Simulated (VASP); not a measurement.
Runs of VASP 6.6.1 on Ge3Pt. The structure is that of space group Fm-3m (No. 225), or close to it. The cells are those of the table. 

| task | cell | k mesh | cutoff (eV) | gap on the mesh (eV) | pressure (GPa) | relaxed volume (Å³/atom) |
| --- | --- | --- | --- | --- | --- | --- |
| relaxation of cell and atoms | relaxed from a = 4.391 Å, angles 60.0°, 4 atoms | 6 × 6 × 6 | 600 | none | 0.0 | 17.63 |
| relaxation of cell and atoms | relaxed from a = 4.634 Å, angles 60.0°, 4 atoms | 12 × 12 × 12 | 600 | none | 0.0 | 17.71 |
| single point | a = 4.391 Å, angles 60.0°, 4 atoms | 6 × 6 × 6 | 520 | none | (a) | - |
| single point | a = 4.634 Å, angles 60.0°, 4 atoms | 6 × 6 × 6 | 520 | none | 0.2 | - |
| single point | a = 4.644 Å, angles 60.0°, 4 atoms | 12 × 12 × 12 | 520 | none | 0.0 | - |

Alike in all rows: level PBE; potentials or basis VASP PAW PBE potentials, release 64 (Ge_d, Pt); no spin polarisation; smearing gaussian 0.1 eV.

Q: Estimate the missing entries.

A: (a) 25.3.

Caveats: spin-orbit coupling is left out, which moves the levels of the heavy elements; the volume moved by over 15 % at a fixed basis, so the end points are rough (some runs).

A k mesh can miss the band edges, and the runs leave out spin-orbit coupling on Ge, Pt.

A gap of «none» marks levels without a gap at the run's occupations.
